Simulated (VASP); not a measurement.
# Al30Ga (a cell with a defect): single point with PBEsol

Al30Ga (a cell with a defect):

```
CELL_PARAMETERS angstrom
8.10000 0.00000 0.00000
0.00000 8.10000 0.00000
0.00000 0.00000 8.10000
ATOMIC_POSITIONS crystal
Al 0.50449 0.00258 0.00040
Al 0.74439 0.99356 0.26528
Al 0.24605 0.24633 0.00045
Al 0.50176 0.49798 0.00042
Al 0.75342 0.75365 0.00040
Al 0.24679 0.99808 0.24718
Al 0.50380 0.25088 0.24709
Al 0.74891 0.49596 0.24718
Al 0.49258 0.99837 0.50036
Al 0.74886 0.25092 0.50042
Al 0.74427 0.99343 0.73545
Al 0.99717 0.49522 0.00045
Al 0.24882 0.75092 0.00042
Al 0.00639 0.25556 0.26551
Al 0.25134 0.50051 0.25130
Al 0.49936 0.74852 0.25136
Al 0.00176 0.99803 0.50042
Al 0.25812 0.25058 0.50047
Al 0.50060 0.49923 0.50043
Al 0.74920 0.74174 0.50036
Al 0.24684 0.99809 0.75364
Al 0.50386 0.25089 0.75377
Al 0.74893 0.49600 0.75363
Al 0.00172 0.75296 0.24709
Al 0.00142 0.50728 0.50047
Al 0.25006 0.74977 0.50042
Al 0.00629 0.25545 0.73542
Al 0.25129 0.50045 0.74958
Al 0.49928 0.74844 0.74943
Al 0.00173 0.75302 0.75378
Ga 0.87525 0.12442 0.00034
```

* Program: VASP 6.6.1
* Task: single point
* Functional: PBEsol
* Potentials or basis: VASP PAW PBE potentials, release 64 (Al, Ga_d)
* Cutoff: 520 eV
* k mesh: 3 × 3 × 3
* Occupations: gaussian, width 0.15 eV
* Spin: no spin polarisation
* Dipole correction: no
* Further INCAR settings: LREAL = Auto; ALGO = Normal; EDIFF = 1e-06; NBANDS = 72

```yaml
Pressure: -2.1 GPa
Largest_force: 0.015 eV/Å
```

Forces in eV/Å, atoms in the order of the input:
```
Al  -0.003  0.003 -0.001
Al   0.004  0.004  0.002
Al   0.003 -0.004  0.000
Al   0.005 -0.001  0.001
Al   0.003 -0.003 -0.001
Al   0.001  0.003 -0.006
Al   0.000 -0.002 -0.003
Al   0.003  0.001 -0.006
Al   0.001  0.001  0.000
Al  -0.002  0.000  0.001
Al   0.005  0.005 -0.002
Al  -0.004  0.003  0.000
Al  -0.001  0.005  0.001
Al  -0.009 -0.009 -0.008
Al   0.004  0.004  0.006
Al  -0.005 -0.005  0.001
Al   0.000 -0.002  0.001
Al   0.001  0.002 -0.001
Al  -0.004 -0.001  0.003
Al   0.001  0.001  0.000
Al   0.001  0.003  0.005
Al  -0.001 -0.003  0.001
Al   0.003  0.001  0.005
Al  -0.002  0.000 -0.003
Al   0.002  0.001 -0.001
Al  -0.001 -0.004  0.003
Al  -0.005 -0.005  0.001
Al   0.006  0.006 -0.004
Al  -0.005 -0.005 -0.001
Al  -0.003 -0.001  0.001
Ga   0.004  0.004  0.005
```

Stress tensor (GPa, compression positive):
```
-2.31  0.30  0.00
 0.30 -2.31  0.00
 0.00  0.00 -1.65
```

Levels at points of the mesh, in eV from the Fermi level:
```
           k point  band 49  band 50  band 51  band 52  band 53  band 54  band 55  band 56
(0.00, 0.00, 0.00)    -0.33    -0.16     0.12     0.39     0.48     0.56     0.58     0.60
```

Wall time 8.5 min on 1 thread of Intel(R) Xeon(R) Platinum 8375C CPU @ 2.90GHz (Ice Lake) (shared host), peak memory 0.6 GiB.

Caveat: the PAW data sets were made with another functional, which shifts forces and pressure a little.
